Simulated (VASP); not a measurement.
# CsC2 (Pn-3m) in VASP: a series of runs

Runs on CsC2. Level: PBE. Tasks: single point, relaxation of cell and atoms.

Program: VASP 6.6.1. These are calculated values, not measurements. Logs are shortened: lines on timing, memory, paths and dates and some standing lists are left out, and cuts for length are marked.

## (1) The cell of the first run

Symmetry: Pn-3m, No. 224, cubic system. Conventional cell: a = 7.113 Å, b = 7.113 Å, c = 7.113 Å, α = 90.00°, β = 90.00°, γ = 90.00°. Within 4.1 Å of Cs (site symmetry -43m) lie 4 C at 3.08 Å. C (site symmetry -3m) has 2 Cs at 3.08 Å within 4.1 Å.

The cell was generated, and may not be a known phase.

## (2) Single point, PBE, collinear spin

The input, INCAR:

```
ALGO = Normal
EDIFF = 1E-6
ENCUT = 520
GGA = PE
ISIF = 2
ISMEAR = 0
ISPIN = 2
LASPH = T
LCHARG = F
LORBIT = 11
LREAL = F
LWAVE = F
MAGMOM = 0 0 1 1 1 1
NBANDS = 30
NELM = 150
PREC = Accurate
SIGMA = 0.1
```

The input, KPOINTS:

```
k-points
0
Gamma
  4 4 4
```

The input, POSCAR:

```
CsC2
1.0
    7.1133371654      0.0000000000      0.0000000000
    0.0000000000      7.1133371654      0.0000000000
    0.0000000000      0.0000000000      7.1133371654
Cs C
2 4
Direct
    0.0000000000      0.0000000000      0.0000000000
    0.5000000000      0.5000000000      0.5000000000
    0.2500000000      0.2500000000      0.2500000000
    0.2500000000      0.7500000000      0.7500000000
    0.7500000000      0.7500000000      0.2500000000
    0.7500000000      0.2500000000      0.7500000000
```

Potentials or basis: VASP PAW PBE potentials, release 64 (Cs_sv, C).

On the command line:

```bash
$ cat potpaw_PBE.64/Cs_sv/POTCAR potpaw_PBE.64/C/POTCAR > POTCAR
$ mpirun -np 1 vasp_std > vasp.out
```

OUTCAR:

```text
EDIFF = 1E-6
   ENCUT = 520
   GGA = PE
   ISIF = 2
   ISMEAR = 0
   ISPIN = 2
   LASPH = T
   LORBIT = 11
   LREAL = F
   NELM = 150
   PREC = Accurate

 ion  position               nearest neighbor table
   1  0.000  0.000  0.000-
   2  0.500  0.500  0.500-
   3  0.250  0.250  0.250-
   4  0.250  0.750  0.750-
   5  0.750  0.750  0.250-
   6  0.750  0.250  0.750-

  LATTYP: Found a simple cubic cell.
 ALAT       =     7.1133371654

  Lattice vectors:

 A1 = (   7.1133371654,   0.0000000000,   0.0000000000)
 A2 = (   0.0000000000,   7.1133371654,   0.0000000000)
 A3 = (   0.0000000000,   0.0000000000,   7.1133371654)

Analysis of symmetry for initial positions (statically):
=====================================================================
 Subroutine PRICEL returns:
 Original cell was already a primitive cell.

 Routine SETGRP: Setting up the symmetry group for a
 simple cubic supercell.

 Subroutine GETGRP returns: Found 48 space group operations
 (whereof 24 operations were pure point group operations)
 out of a pool of 48 trial point group operations.

The static configuration has the point symmetry T_d .
 The point group associated with its full space group is O_h .

Analysis of symmetry for dynamics (positions and initial velocities):
=====================================================================
 Subroutine PRICEL returns:
 Original cell was already a primitive cell.

 Routine SETGRP: Setting up the symmetry group for a
 simple cubic supercell.

 Subroutine GETGRP returns: Found 48 space group operations
 (whereof 24 operations were pure point group operations)
 out of a pool of 48 trial point group operations.

The dynamic configuration has the point symmetry T_d .
 The point group associated with its full space group is O_h .

Analysis of structural, dynamic, and magnetic symmetry:
=====================================================================
 Subroutine PRICEL returns:
 Original cell was already a primitive cell.

 Routine SETGRP: Setting up the symmetry group for a
 simple cubic supercell.

 Subroutine GETGRP returns: Found 48 space group operations
 (whereof 24 operations were pure point group operations)
 out of a pool of 48 trial point group operations.

The overall configuration has the point symmetry T_d .
 The point group associated with its full space group is O_h .

 Subroutine INISYM returns: Found 48 space group operations
 (whereof 24 operations are pure point group operations),
 and found     1 'primitive' translations

----------------------------------------------------------------------------------------

                                     Primitive cell

  volume of cell :     359.9318

  direct lattice vectors                    reciprocal lattice vectors
     7.113337165  0.000000000  0.000000000     0.140580993  0.000000000  0.000000000
     0.000000000  7.113337165  0.000000000     0.000000000  0.140580993  0.000000000
     0.000000000  0.000000000  7.113337165     0.000000000  0.000000000  0.140580993

  length of vectors
     7.113337165  7.113337165  7.113337165     0.140580993  0.140580993  0.140580993

  position of ions in fractional coordinates (direct lattice)
     0.000000000  0.000000000  0.000000000
     0.500000000  0.500000000  0.500000000
     0.250000000  0.250000000  0.250000000
     0.250000000  0.750000000  0.750000000
     0.750000000  0.750000000  0.250000000
     0.750000000  0.250000000  0.750000000

  ion indices of the primitive-cell ions
   primitive index   ion index
                 1           1
                 2           2
                 3           3
                 4           4
                 5           5
                 6           6

[... 27 lines left out ...]
            Coordinates               Weight
  0.000000  0.000000  0.000000      1.000000
  0.250000  0.000000  0.000000      6.000000
  0.500000  0.000000  0.000000      3.000000
  0.250000  0.250000  0.000000     12.000000
  0.500000  0.250000  0.000000     12.000000
  0.500000  0.500000  0.000000      3.000000
  0.250000  0.250000  0.250000      8.000000
  0.500000  0.250000  0.250000     12.000000
  0.500000  0.500000  0.250000      6.000000
  0.500000  0.500000  0.500000      1.000000
   k-points           NKPTS =     10   k-points in BZ     NKDIM =     10   number of bands    NBANDS=     30
   number of dos      NEDOS =    301   number of ions     NIONS =      6
   total plane-waves  NPLWV = 157464
   dimension x,y,z NGX =    54 NGY =   54 NGZ =   54
   dimension x,y,z NGXF=   108 NGYF=  108 NGZF=  108
   ions per type =               2   4
   NGX,Y,Z   is equivalent  to a cutoff of  12.62, 12.62, 12.62 a.u.
   NGXF,Y,Z  is equivalent  to a cutoff of  25.24, 25.24, 25.24 a.u.
 SYSTEM =  unknown system
   PREC   = accura    normal or accurate (medium, high low for compatibility)
   ISTART =      0    job   : 0-new  1-cont  2-samecut
   ICHARG =      2    charge: 1-file 2-atom 10-const
   ISPIN  =      2    spin polarized calculation?
   LNONCOLLINEAR =      F non collinear calculations
   LSORBIT =      F    spin-orbit coupling
   LASPH  =      T    aspherical Exc in radial PAW
   ENCUT  =  520.0 eV  38.22 Ry    6.18 a.u.  13.23 13.23 13.23*2*pi/ulx,y,z
   NELM   =    150;   NELMIN=  2; NELMDL= -5     # of ELM steps
   EDIFF  = 0.1E-05   stopping-criterion for ELM
   LREAL  =      F    real-space projection
   EDIFFG = 0.1E-04   stopping-criterion for IOM
   NSW    =      0    number of steps for IOM
   IBRION =     -1    ionic relax: 0-MD 1-quasi-New 2-CG
   NFREE  =      0    steps in history (QN), initial steepest desc. (CG)
   ISIF   =      2    stress and relaxation
   ISYM   =      2    0-nonsym 1-usesym 2-fastsym
   POTIM  = 0.5000    time-step for ionic-motion
   TEBEG  =    0.0;   TEEND  =   0.0 temperature during run
   PSTRESS=    0.0 pullay stress
   NELECT =      34.0000    total number of electrons
   NUPDOWN=      -1.0000    fix difference up-down
   EMIN   =  10.00;   EMAX   =-10.00  energy-range for DOS
   EFERMI =   0.00;   METHOD = LEGACY
   ISMEAR =     0;   SIGMA  =   0.10  broadening in eV -4-tet -1-fermi 0-gaus
   EFERMI_NEDOS =   21; number of points for ismear=-14 and -15
   IALGO  =     38    algorithm
   IMIX   =      4    mixing-type and parameters
     AMIX     =   0.40;   BMIX     =  1.00
     AMIX_MAG =   1.60;   BMIX_MAG =  1.00
  volume/ion in A,a.u.               =      59.99       404.82
  Fermi-wavevector in a.u.,A,eV,Ry     =   0.745580  1.408942  7.563342  0.555890
  Thomas-Fermi vector in A             =   1.841201
   LORBIT       =     11    0 simple, 1 ext, 2 COOP (PROOUT), +10 PAW based schemes
   GGA     = PE    functional components
   LHFCALC =     F    Hartree Fock is set to
   AEXX    =    0.0000 exact exchange contribution
   IVDW    =     0    specifies the selected vdW correction
   LEPSILON=     F    determine dielectric tensor
   LRPA    =     F    only Hartree local field effects (RPA)
 spin polarized calculation
 Gauss-broadening in eV      SIGMA  =   0.10
  energy-cutoff  :      520.00
  volume of cell :      359.93
 maximum number of plane-waves:      9808
 NGX is ok and might be reduce to    54
   NGX = 27   NGY = 27   NGZ = 27

 number of electron      33.9999991 magnetization       9.9987315

 number of electron      33.9999991 magnetization      10.0001787

 Free energy of the ion-electron system (eV)
  ---------------------------------------------------
  ext. energy  EPLUGINS =         0.00000000
  ---------------------------------------------------
  free energy    TOTEN  =       -14.21001180 eV

  energy without entropy =      -14.10664700  energy(sigma->0) =      -14.15832940

 E-fermi :  -2.6083     XC(G=0):  -5.0036

 val. band max:       -2.6095527860   @ k =   0.5000   0.2500   0.2500
 cond. band min:      -2.6078431396   @ k =   0.5000   0.5000   0.2500
 fundamental gap:      0.0017096464
 Fermi energy:        -2.6083299507

 spin component 1

 k-point     1 :       0.0000    0.0000    0.0000
  band No.  band energies     occupation
      1     -23.3459      1.00000
      2     -23.3416      1.00000
      3     -11.6851      1.00000
      4     -11.6851      1.00000
      5     -11.6851      1.00000
      6     -11.2530      1.00000
[... 309 lines left out ...]
     28       3.4411      0.00000
     29       3.4411      0.00000
 Fermi energy:        -2.6083299507

 spin component 2

 k-point     1 :       0.0000    0.0000    0.0000
  band No.  band energies     occupation
      1     -23.2673      1.00000
      2     -23.2646      1.00000
      3     -10.3870      1.00000
      4     -10.3870      1.00000
      5     -10.3870      1.00000
      6     -10.1507      1.00000
[... 309 lines left out ...]
     28       3.9329      0.00000
     29       3.9329      0.00000
 [bands above 29 left out]

------------------------ aborting loop because EDIFF is reached ----------------------------------------

  FORCE on cell =-STRESS in cart. coord.  units (eV):
  Direction    XX          YY          ZZ          XY          YZ          ZX
  --------------------------------------------------------------------------------------
  -------------------------------------------------------------------------------------
  Total        0.6836851      0.6836851      0.6836851     -0.0000000     -0.0000000     -0.0000000
  in kB        3.0433120      3.0433120      3.0433120     -0.0000000     -0.0000000     -0.0000000
  external PRESSURE =       3.0433120 kB  Pullay stress =       0.0000000 kB

 VOLUME and BASIS-vectors are now :
 -----------------------------------------------------------------------------
  energy-cutoff  :      520.00
  volume of cell :      359.93
      direct lattice vectors                 reciprocal lattice vectors
     7.113337165  0.000000000  0.000000000     0.140580993  0.000000000  0.000000000
     0.000000000  7.113337165  0.000000000     0.000000000  0.140580993  0.000000000
     0.000000000  0.000000000  7.113337165     0.000000000  0.000000000  0.140580993

 POSITION                                       TOTAL-FORCE (eV/Angst)
 -----------------------------------------------------------------------------------
      0.00000      0.00000      0.00000         0.000000      0.000000      0.000000
      3.55667      3.55667      3.55667         0.000000     -0.000000     -0.000000
      1.77833      1.77833      1.77833        -0.000000      0.000000      0.000000
      1.77833      5.33500      5.33500         0.000000      0.000000     -0.000000
      5.33500      5.33500      1.77833        -0.000000     -0.000000     -0.000000
      5.33500      1.77833      5.33500        -0.000000     -0.000000      0.000000
 -----------------------------------------------------------------------------------
    total drift:                                0.000000      0.000000      0.000000

  FREE ENERGIE OF THE ION-ELECTRON SYSTEM (eV)
  ---------------------------------------------------
  free  energy   TOTEN  =       -14.2100117994 eV

  energy  without entropy=      -14.1066470041  energy(sigma->0) =      -14.15832940

 total charge

# of ion       s       p       d       tot
------------------------------------------
    1        1.835   4.684   0.047   6.566
    2        1.835   4.684   0.047   6.566
    3        1.004   1.066   0.000   2.070
    4        1.004   1.066   0.000   2.070
    5        1.004   1.066   0.000   2.070
    6        1.004   1.066   0.000   2.070
--------------------------------------------------
tot          7.686  13.634   0.093  21.413

 magnetization (x)

# of ion       s       p       d       tot
------------------------------------------
    1        0.012   0.039   0.038   0.089
    2        0.012   0.039   0.038   0.089
    3        0.041   1.060   0.000   1.101
    4        0.041   1.060   0.000   1.101
    5        0.041   1.060   0.000   1.101
    6        0.041   1.060   0.000   1.101
--------------------------------------------------
tot          0.188   4.319   0.076   4.583
```

Wall time 4.8 min (1 thread of Intel Xeon Platinum 8259CL at 2.50GHz (Skylake/Cascade Lake), shared host); peak memory 0.59 GiB.

What came out:

```yaml
Free_energy: -14.2100 eV
Pressure: 0.3 GPa
Band_gap_on_the_k_mesh: zero (filled and empty bands overlap)
Net_moment: 10.00 μB per cell
Site_moments: Cs +0.09; C +1.10 μB
Valence_electrons_inside_the_program's_atomic_spheres: Cs 6.57; C 2.07
```

Caveat: spin-orbit coupling is left out, which moves the levels of the heavy elements.

## (3) Relaxation of cell and atoms, PBE, collinear spin

This run uses another cell than the first one, of 27.34 Å³/atom.

The input, INCAR:

```
SYSTEM = CsC2
PREC     = Accurate       ! precision mode
ENCUT    = 600            ! plane-wave cutoff, eV
EDIFF    = 1E-7           ! SCF threshold, eV
ISMEAR   = 0              ! smearing method
SIGMA    = 0.1            ! smearing width, eV
LREAL    = .FALSE.        ! projectors in reciprocal space
LASPH    = .TRUE.         ! aspherical terms in the spheres
NELM     = 150            ! most SCF steps
ALGO     = Normal         ! electronic algorithm
ISIF     = 3              ! what is computed and relaxed
LWAVE    = .FALSE.        ! write WAVECAR
LCHARG   = .FALSE.        ! write CHGCAR
ISPIN    = 2              ! spin polarisation
MAGMOM   = 0 0 1 1 1 1    ! initial moments
LORBIT   = 11             ! projections on sites
GGA      = PE             ! functional
IBRION   = 2              ! ionic algorithm
NSW      = 90             ! ionic steps
EDIFFG   = -0.04          ! ionic threshold
```

The input, KPOINTS:

```
Automatic mesh
0
G
  4 4 4
  0 0 0
```

POSCAR: that of step 2 with these lines changed.

```diff
@@ -2,5 +2,5 @@
 1.0
-    7.1133371654      0.0000000000      0.0000000000
-    0.0000000000      7.1133371654      0.0000000000
-    0.0000000000      0.0000000000      7.1133371654
+    5.4741075700      0.0000000000      0.0000000000
+    0.0000000000      5.4741075700      0.0000000000
+    0.0000000000      0.0000000000      5.4741075700
 Cs C
```

Potentials or basis: VASP PAW PBE potentials, release 64 (Cs_sv, C).

On the command line:

```bash
$ cat potpaw_PBE.64/Cs_sv/POTCAR potpaw_PBE.64/C/POTCAR > POTCAR
$ mpirun -np 1 vasp_std > vasp.out
```

It took 21 min on 1 thread of Intel Xeon Platinum 8259CL at 2.50GHz (Skylake/Cascade Lake), shared host; peak memory 0.45 GiB.

It converged, with:

- Free energy: -13.9298 eV
- Relaxed volume: 55.34 Å³/atom
- Relaxed cell: a = 6.924 Å, b = 6.924 Å, c = 6.924 Å, α = 90.00°, β = 90.00°, γ = 90.00°
- Space group after relaxing (to 0.1 Å): Pn-3m (No. 224)
- Energy gained by relaxing: 513.4 meV/atom
- Ionic steps: 5
- Pressure after relaxing: 0.0 GPa
- Net moment: 10.00 μB per cell
- Site moments: Cs +0.09; C +1.10 μB
- Valence electrons inside the program's atomic spheres: Cs 6.57; C 2.08

Step by step:
```csv
step,energy change (eV),largest force (eV/Å),pressure (GPa),volume (Å³)
1,0.0000,0.0000,4.86,164.04
2,-0.5854,0.0000,4.91,184.51
3,-2.6985,0.0000,2.11,255.99
4,-2.4669,0.0000,-1.54,449.93
5,-3.0804,0.0000,-0.03,332.02
```

Final structure:
```xyz
6
Lattice="6.9245 0.0000 0.0000 0.0000 6.9245 0.0000 0.0000 0.0000 6.9245" Properties=species:S:1:pos:R:3 pbc="T T T"
Cs    0.0000    0.0000    0.0000
Cs    3.4622    3.4622    3.4622
C     1.7311    1.7311    1.7311
C     1.7311    5.1934    5.1934
C     5.1934    5.1934    1.7311
C     5.1934    1.7311    5.1934
```

Levels at points of the mesh, in eV from the Fermi level:
Spin up:
```
           k point  band 19  band 20  band 21  band 22  band 23
(0.00, 0.00, 0.00)    -0.15    -0.15    -0.15     0.18     0.18
(0.50, 0.00, 0.00)    -0.20    -0.20    -0.03    -0.03     0.00
(0.50, 0.50, 0.00)    -0.23    -0.23    -0.09    -0.09    -0.04
(0.50, 0.50, 0.50)    -0.03    -0.03    -0.03    -0.02    -0.02
```
Spin down:
```
           k point  band 8  band 9  band 10  band 11  band 12  band 13  band 14  band 15  band 16  band 17
(0.00, 0.00, 0.00)   -7.60   -5.78    -5.15    -5.15    -5.15     1.59     1.59     1.87     2.19     2.19
(0.50, 0.00, 0.00)   -7.61   -5.43    -5.43    -5.16    -5.16     1.80     1.80     1.99     1.99     2.20
(0.50, 0.50, 0.00)   -7.59   -5.42    -5.42    -5.18    -5.18     1.97     1.97     2.06     2.06     2.11
(0.50, 0.50, 0.50)   -7.61   -5.64    -5.18    -5.18    -5.18     1.70     1.72     1.72     1.72     2.47
```

Caveat: the volume moved by over 15 % at a fixed basis, so the end points are rough; the highest band is partly filled, so the run has too few bands; spin-orbit coupling is left out, which moves the levels of the heavy elements.
